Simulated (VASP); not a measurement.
# P (Im-3m) in VASP: further runs

The runs below take P through single point, with PBE.

All numbers are computed with VASP 6.6.1; they aren't measurements. Logs are shortened: lines on timing, memory, paths and dates and some standing lists are left out, and cuts for length are marked.

### 1 The cell of the first run

It takes space group Im-3m (No. 229, cubic). The conventional cell has a = 2.430 Å, b = 2.430 Å, c = 2.430 Å, α = 90.00°, β = 90.00°, γ = 90.00°. Within 2.8 Å of P (site symmetry m-3m) lie 14 P at 2.10 to 2.43 Å.

### 2 Single point, PBE

INCAR reads:

```
ALGO = Normal
EDIFF = 1E-7
ENCUT = 520
GGA = PE
ISIF = 2
ISMEAR = -1
LASPH = True
LCHARG = False
LREAL = False
LWAVE = False
NBANDS = 8
NELM = 100
PREC = Accurate
SIGMA = 0.1
```

KPOINTS reads:

```
k-points
0
Gamma
  22 22 22
```

POSCAR reads:

```
P
1.0
   -1.2150918865      1.2150918865      1.2150918865
    1.2150918865     -1.2150918865      1.2150918865
    1.2150918865      1.2150918865     -1.2150918865
P
1
Direct
    0.0000000000      0.0000000000      0.0000000000
```

Potentials or basis: VASP PAW PBE potentials, release 64 (P).

Run with:

```bash
$ cat potpaw_PBE.64/P/POTCAR > POTCAR
$ mpirun -np 1 vasp_std > vasp.out
```

OUTCAR:

```text
EDIFF = 1E-7
   ENCUT = 520
   GGA = PE
   ISIF = 2
   ISMEAR = -1
   LASPH = True
   LREAL = False
   NELM = 100
   PREC = Accurate

 ion  position               nearest neighbor table
   1  0.000  0.000  0.000-

  LATTYP: Found a body centered cubic cell.
 ALAT       =     2.4301837730

  Lattice vectors:

 A1 = (  -1.2150918865,   1.2150918865,   1.2150918865)
 A2 = (   1.2150918865,  -1.2150918865,   1.2150918865)
 A3 = (   1.2150918865,   1.2150918865,  -1.2150918865)

Analysis of symmetry for initial positions (statically):
=====================================================================
 Subroutine PRICEL returns:
 Original cell was already a primitive cell.

 Routine SETGRP: Setting up the symmetry group for a
 body centered cubic supercell.

 Subroutine GETGRP returns: Found 48 space group operations
 (whereof 48 operations were pure point group operations)
 out of a pool of 48 trial point group operations.

The static configuration has the point symmetry O_h .

Analysis of symmetry for dynamics (positions and initial velocities):
=====================================================================
 Subroutine PRICEL returns:
 Original cell was already a primitive cell.

 Routine SETGRP: Setting up the symmetry group for a
 body centered cubic supercell.

 Subroutine GETGRP returns: Found 48 space group operations
 (whereof 48 operations were pure point group operations)
 out of a pool of 48 trial point group operations.

The dynamic configuration has the point symmetry O_h .

 Subroutine INISYM returns: Found 48 space group operations
 (whereof 48 operations are pure point group operations),
 and found     1 'primitive' translations

----------------------------------------------------------------------------------------

                                     Primitive cell

  volume of cell :       7.1761

  direct lattice vectors                    reciprocal lattice vectors
    -1.215091886  1.215091886  1.215091886     0.000000000  0.411491514  0.411491514
     1.215091886 -1.215091886  1.215091886     0.411491514  0.000000000  0.411491514
     1.215091886  1.215091886 -1.215091886     0.411491514  0.411491514  0.000000000

  length of vectors
     2.104600883  2.104600883  2.104600883     0.581936880  0.581936880  0.581936880

  position of ions in fractional coordinates (direct lattice)
     0.000000000  0.000000000  0.000000000

[... 69 lines left out ...]
   ISPIN  =      1    spin polarized calculation?
   LNONCOLLINEAR =      F non collinear calculations
   LSORBIT =      F    spin-orbit coupling
   LASPH  =      T    aspherical Exc in radial PAW
   ENCUT  =  520.0 eV  38.22 Ry    6.18 a.u.   3.91  3.91  3.91*2*pi/ulx,y,z
   NELM   =    100;   NELMIN=  2; NELMDL= -5     # of ELM steps
   EDIFF  = 0.1E-06   stopping-criterion for ELM
   LREAL  =      F    real-space projection
   EDIFFG = 0.1E-05   stopping-criterion for IOM
   NSW    =      0    number of steps for IOM
   IBRION =     -1    ionic relax: 0-MD 1-quasi-New 2-CG
   NFREE  =      0    steps in history (QN), initial steepest desc. (CG)
   ISIF   =      2    stress and relaxation
   ISYM   =      2    0-nonsym 1-usesym 2-fastsym
   POTIM  = 0.5000    time-step for ionic-motion
   TEBEG  =    0.0;   TEEND  =   0.0 temperature during run
   PSTRESS=    0.0 pullay stress
   NELECT =       5.0000    total number of electrons
   NUPDOWN=      -1.0000    fix difference up-down
   EMIN   =  10.00;   EMAX   =-10.00  energy-range for DOS
   EFERMI =   0.00;   METHOD = LEGACY
   ISMEAR =    -1;   SIGMA  =   0.10  broadening in eV -4-tet -1-fermi 0-gaus
   EFERMI_NEDOS =   21; number of points for ismear=-14 and -15
   IALGO  =     38    algorithm
   IMIX   =      4    mixing-type and parameters
     AMIX     =   0.40;   BMIX     =  1.00
     AMIX_MAG =   1.60;   BMIX_MAG =  1.00
  volume/ion in A,a.u.               =       7.18        48.43
  Fermi-wavevector in a.u.,A,eV,Ry     =   1.451340  2.742634 28.659130  2.106387
  Thomas-Fermi vector in A             =   2.568848
   LORBIT       =      0    0 simple, 1 ext, 2 COOP (PROOUT), +10 PAW based schemes
   GGA     = PE    functional components
   LHFCALC =     F    Hartree Fock is set to
   AEXX    =    0.0000 exact exchange contribution
   IVDW    =     0    specifies the selected vdW correction
   LEPSILON=     F    determine dielectric tensor
   LRPA    =     F    only Hartree local field effects (RPA)
 non-spin polarized calculation
  energy-cutoff  :      520.00
  volume of cell :        7.18
 maximum number of plane-waves:       204
   NGX =  7   NGY =  7   NGZ =  7

 number of electron       5.0000001 magnetization

 Free energy of the ion-electron system (eV)
  ---------------------------------------------------
  ext. energy  EPLUGINS =         0.00000000
  ---------------------------------------------------
  free energy    TOTEN  =        -1.46266486 eV

  energy without entropy =       -1.45215694  energy(sigma->0) =       -1.45741090

 E-fermi :  23.0022     XC(G=0): -14.7778

 val. band max:       22.9758862089   @ k =   0.3636   0.1364  -0.0000
 cond. band min:      23.0145334699   @ k =   0.2727   0.2727   0.0909
 fundamental gap:      0.0386472610
 Fermi energy:        23.0021907151

 k-point     1 :       0.0000    0.0000    0.0000
  band No.  band energies     occupation
      1      -2.8340      2.00000
      2      37.1550      0.00000
      3      37.1550      0.00000
      4      37.1550      0.00000
      5      40.2136      0.00000
      6      40.2136      0.00000
      7      40.2136      0.00000
      8      43.2703      0.00000
[... 243 lines left out ...]
 k-point    24 :       0.1364    0.0909    0.0000
  band No.  band energies     occupation
      1      -0.9478      2.00000
      2      27.5762      0.00000
      3      29.4623      0.00000
      4      33.0581      0.00000
      5      38.4260      0.00000
      6      39.6163      0.00000
      7      43.1420      0.00000
      8      45.1123      0.00000

 [... further k-points ...]
[... 5 lines left out ...]
  --------------------------------------------------------------------------------------
  -------------------------------------------------------------------------------------
  Total       11.9232156     11.9232156     11.9232156     -0.0000000     -0.0000000      0.0000000
  in kB     2662.0525665   2662.0525665   2662.0525665     -0.0000000     -0.0000000      0.0000000
  external PRESSURE =    2662.0525665 kB  Pullay stress =       0.0000000 kB

 VOLUME and BASIS-vectors are now :
 -----------------------------------------------------------------------------
  energy-cutoff  :      520.00
  volume of cell :        7.18
      direct lattice vectors                 reciprocal lattice vectors
    -1.215091886  1.215091886  1.215091886     0.000000000  0.411491514  0.411491514
     1.215091886 -1.215091886  1.215091886     0.411491514  0.000000000  0.411491514
     1.215091886  1.215091886 -1.215091886     0.411491514  0.411491514  0.000000000

 POSITION                                       TOTAL-FORCE (eV/Angst)
 -----------------------------------------------------------------------------------
      0.00000      0.00000      0.00000         0.000000      0.000000     -0.000000
 -----------------------------------------------------------------------------------
    total drift:                               -0.000000      0.000000      0.000000

  FREE ENERGIE OF THE ION-ELECTRON SYSTEM (eV)
  ---------------------------------------------------
  free  energy   TOTEN  =        -1.4626648633 eV

  energy  without entropy=       -1.4521569421  energy(sigma->0) =       -1.45741090
```

stdout:

```text
POSCAR found type information on POSCAR P
 POSCAR found :  1 types and       1 ions
 scaLAPACK will be used
 LDA part: xc-table for (Slater+PW92), standard interpolation
 POSCAR, INCAR and KPOINTS ok, starting setup
 FFT: planning ... GRIDC
 FFT: planning ... GRID_SOFT
 FFT: planning ... GRID
 WAVECAR not read
 entering main loop
```

It took 5.6 s on 1 thread of Intel Xeon 6975P-C, shared host; peak memory 0.12 GiB.

Results:

```yaml
Free_energy: -1.4627 eV
Pressure: 266.2 GPa
```

### 3 Single point, PBE

INCAR reads:

```
PREC     = Accurate       # precision mode
ENCUT    = 520            # plane-wave cutoff, eV
EDIFF    = 1E-7           # SCF threshold, eV
ISMEAR   = -1             # smearing method
SIGMA    = 0.1            # smearing width, eV
LREAL    = False          # projectors in reciprocal space
LASPH    = True           # aspherical terms in the spheres
NELM     = 80             # most SCF steps
ALGO     = Normal         # electronic algorithm
ISIF     = 2              # what is computed and relaxed
LWAVE    = False          # write WAVECAR
LCHARG   = False          # write CHGCAR
GGA      = PE             # functional
NBANDS   = 8              # bands
```

KPOINTS reads:

```
Automatic mesh
0
Gamma
  22 22 22
```

POSCAR reads:

```
P
1.0
   -1.2153578552      1.2153578552      1.2153578552
    1.2153578552     -1.2153578552      1.2153578552
    1.2153578552      1.2153578552     -1.2153578552
P
1
Direct
    0.0000000000      0.0000000000      0.0000000000
```

Potentials or basis: VASP PAW PBE potentials, release 64 (P).

Run with:

```bash
$ cat potpaw_PBE.64/P/POTCAR > POTCAR
$ mpirun -np 1 vasp_std > vasp.out
```

OUTCAR:

```text
PREC = Accurate
   ENCUT = 520
   EDIFF = 1E-7
   ISMEAR = -1
   LREAL = False
   LASPH = True
   NELM = 80
   ISIF = 2
   GGA = PE

 ion  position               nearest neighbor table
   1  0.000  0.000  0.000-

  LATTYP: Found a body centered cubic cell.
 ALAT       =     2.4307157104

  Lattice vectors:

 A1 = (  -1.2153578552,   1.2153578552,   1.2153578552)
 A2 = (   1.2153578552,  -1.2153578552,   1.2153578552)
 A3 = (   1.2153578552,   1.2153578552,  -1.2153578552)

Analysis of symmetry for initial positions (statically):
=====================================================================
 Subroutine PRICEL returns:
 Original cell was already a primitive cell.

 Routine SETGRP: Setting up the symmetry group for a
 body centered cubic supercell.

 Subroutine GETGRP returns: Found 48 space group operations
 (whereof 48 operations were pure point group operations)
 out of a pool of 48 trial point group operations.

[... 153 lines left out ...]
  ext. energy  EPLUGINS =         0.00000000
  ---------------------------------------------------
  free energy    TOTEN  =        -1.47049372 eV

  energy without entropy =       -1.45998311  energy(sigma->0) =       -1.46523842

 E-fermi :  22.9868     XC(G=0): -14.7746

 val. band max:       22.9606416809   @ k =   0.3636   0.1364   0.0000
 cond. band min:      22.9973924801   @ k =   0.2727   0.2727   0.0909
 fundamental gap:      0.0367507992
 Fermi energy:        22.9867918042

 k-point     1 :       0.0000    0.0000    0.0000
  band No.  band energies     occupation
      1      -2.8387      2.00000
      2      37.1367      0.00000
      3      37.1367      0.00000
      4      37.1367      0.00000
      5      40.1842      0.00000
      6      40.1842      0.00000
      7      40.1842      0.00000
      8      43.2496      0.00000
[... 243 lines left out ...]
 k-point    24 :       0.1364    0.0909    0.0000
  band No.  band energies     occupation
      1      -0.9532      2.00000
      2      27.5598      0.00000
      3      29.4443      0.00000
      4      33.0386      0.00000
      5      38.4041      0.00000
      6      39.5940      0.00000
      7      43.1163      0.00000
      8      45.0874      0.00000

 [... further k-points ...]
[... 5 lines left out ...]
  --------------------------------------------------------------------------------------
  -------------------------------------------------------------------------------------
  Total       11.9033245     11.9033245     11.9033245      0.0000000      0.0000000     -0.0000000
  in kB     2655.8671489   2655.8671489   2655.8671489      0.0000000      0.0000000     -0.0000000
  external PRESSURE =    2655.8671489 kB  Pullay stress =       0.0000000 kB

 VOLUME and BASIS-vectors are now :
 -----------------------------------------------------------------------------
  energy-cutoff  :      520.00
  volume of cell :        7.18
      direct lattice vectors                 reciprocal lattice vectors
    -1.215357855  1.215357855  1.215357855     0.000000000  0.411401463  0.411401463
     1.215357855 -1.215357855  1.215357855     0.411401463  0.000000000  0.411401463
     1.215357855  1.215357855 -1.215357855     0.411401463  0.411401463  0.000000000

 POSITION                                       TOTAL-FORCE (eV/Angst)
 -----------------------------------------------------------------------------------
      0.00000      0.00000      0.00000         0.000000      0.000000     -0.000000
 -----------------------------------------------------------------------------------
    total drift:                               -0.000000      0.000000      0.000000

  FREE ENERGIE OF THE ION-ELECTRON SYSTEM (eV)
  ---------------------------------------------------
  free  energy   TOTEN  =        -1.4704937219 eV

  energy  without entropy=       -1.4599831143  energy(sigma->0) =       -1.46523842
```

OSZICAR:

```text
N       E                     dE             d eps       ncg     rms          rms(c)
DAV:   1     0.209545099888E+01    0.20955E+01   -0.27055E+03  6432   0.491E+02
DAV:   2    -0.149888666990E+01   -0.35943E+01   -0.33868E+01  7728   0.454E+01
DAV:   3    -0.151107064377E+01   -0.12184E-01   -0.12182E-01  5704   0.279E+00
DAV:   4    -0.151107407945E+01   -0.34357E-05   -0.34371E-05  8264   0.481E-02
DAV:   5    -0.151107408196E+01   -0.25177E-08   -0.23221E-09  5800   0.231E-04    0.147E+01
DAV:   6    -0.148547600816E+01    0.25598E-01   -0.24253E-03  5512   0.330E-01    0.858E+00
DAV:   7    -0.147051235604E+01    0.14964E-01   -0.54769E-03  5840   0.498E-01    0.116E-01
DAV:   8    -0.147049354038E+01    0.18816E-04   -0.57013E-06  6760   0.233E-02    0.316E-02
DAV:   9    -0.147049409341E+01   -0.55303E-06   -0.78312E-07  6112   0.655E-03    0.331E-03
DAV:  10    -0.147049373954E+01    0.35387E-06   -0.97917E-09  4824   0.704E-04    0.855E-04
DAV:  11    -0.147049372191E+01    0.17629E-07   -0.43259E-10  2928   0.159E-04
   1 F= -.14704937E+01 E0= -.14652384E+01  d E =-.105106E-01
```

Run time: 5.8 s. Hardware: 1 thread of Intel Xeon 6975P-C, shared host; peak memory 0.12 GiB.

What came out:

```yaml
Free_energy: -1.4705 eV
Pressure: 265.6 GPa
```

Levels at points of the mesh, in eV from the Fermi level:
```tsv
k point	band 1	band 2	band 3	band 4	band 5	band 6
(0.00, 0.00, 0.00)	-25.83	14.15	14.15	14.15	17.20	17.20
(0.50, 0.00, 0.00)	-14.75	-13.35	6.08	6.17	9.78	12.59
(0.50, 0.50, 0.50)	-4.40	-4.40	-4.40	-2.36	-2.36	4.06
```
